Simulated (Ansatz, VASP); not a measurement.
Two plane-wave programs on F

```xyz
4
Lattice="2.7606 -1.7546 0.2913 2.7606 1.7546 0.2913 -0.8189 0.0000 6.6091" Properties=species:S:1:pos:R:3 pbc="T T T"
F     4.0624   -0.5761    1.0576
F     1.0494   -0.5761    2.8296
F     0.6399    0.5761    6.1342
F     3.6529    0.5761    4.3622
```

Change from the starting cell: volume 16.216 Å^3 an atom, stretch along a over the lengths across it, relative to the relaxed cell 1.0000.

Alike in both runs: task single point; functional PBE; dispersion D3(BJ); k mesh 8 × 8 × 4; occupations gaussian, width 0.05 eV; no spin polarisation.

|  | VASP | Ansatz |
| --- | --- | --- |
| version | VASP 6.6.1 | Ansatz 0.2.0 |
| potentials or method | VASP PAW PBE potentials, release 64 (F), cutoff 520 eV | scalar-relativistic, plane waves, PAW |
| valence electrons in the cell | 28 | 28 |

Ansatz gave:

* gap on the k mesh at the Fermi level (eV): 3.34
* least direct gap on the mesh (eV): 3.34
* pressure (GPa): 2.8
* traceless stress, the component that is largest in VASP (GPa): 3.56
* rms of the force components (eV/Å): 0.622

Q: Which values does VASP return?

A: gap on the k mesh at the Fermi level (eV): 3.27; least direct gap on the mesh (eV): 3.27; pressure (GPa): 3.2; traceless stress, the component that is largest in VASP (GPa): 4.93; rms of the force components (eV/Å): 0.867.

Atom by atom the forces differ by 0.245 eV/Å (rms over components).
